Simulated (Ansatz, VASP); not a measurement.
## ZnS in VASP and in Ansatz

```
CELL_PARAMETERS angstrom
0.00000 2.72103 2.66261
2.72103 0.00000 2.66261
2.72103 2.72103 0.00000
ATOMIC_POSITIONS crystal
Zn 0.00000 0.00000 0.00000
S 0.25000 0.25000 0.25000
```

Change from the starting cell: epitaxial_xy strain +1.0%.

Alike in both runs: task single point; functional r2SCAN; k mesh 8 × 8 × 8; no spin polarisation.

```csv
,VASP,Ansatz
version,VASP 6.6.1,Ansatz 0.2.0
potentials or method,"VASP PAW PBE potentials, release 64 (Zn, S)","plane waves, PAW"
plane-wave cutoff (eV),520,500
occupations,"gaussian, width 0.01 eV",fixed
valence electrons in the cell,18,18
```

Ansatz gave:

- gap on the k mesh at the Fermi level (eV): 2.62
- pressure (GPa): -0.6
- traceless stress, the component that is largest in VASP (GPa): 0.60

Estimate VASP's values.

gap on the k mesh at the Fermi level (eV): 2.63; pressure (GPa): -0.6; traceless stress, the component that is largest in VASP (GPa): 0.57.

VASP's potentials were made for PBE, not for r2SCAN.
